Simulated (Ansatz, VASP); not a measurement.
## One calculation of Zr, two programs

```
Zr
1.0
    -1.81000    1.81000    1.81000
     1.81000   -1.81000    1.81000
     1.81000    1.81000   -1.81000
Zr
1
Cartesian
  0.0000 0.0000 0.0000
```

Alike in both runs: functional PBEsol; k mesh 10 × 10 × 10; occupations fermi-dirac, width 0.025 eV; non-collinear spin, spin-orbit coupling.

```csv
,VASP,Ansatz
version,VASP 6.6.1,Ansatz 0.2.0
potentials or method,"VASP PAW PBE potentials, release 64 (Zr_sv)",PseudoDojo stringent (PBEsol files)
plane-wave cutoff (eV),500,898
valence electrons in the cell,12,12
task,single point,density of states
```

```tsv
	VASP	Ansatz	Ansatz less VASP
net moment per atom (μB)	0.00	0.00	0.000
```

VASP's potentials were made for PBE, not for PBEsol.
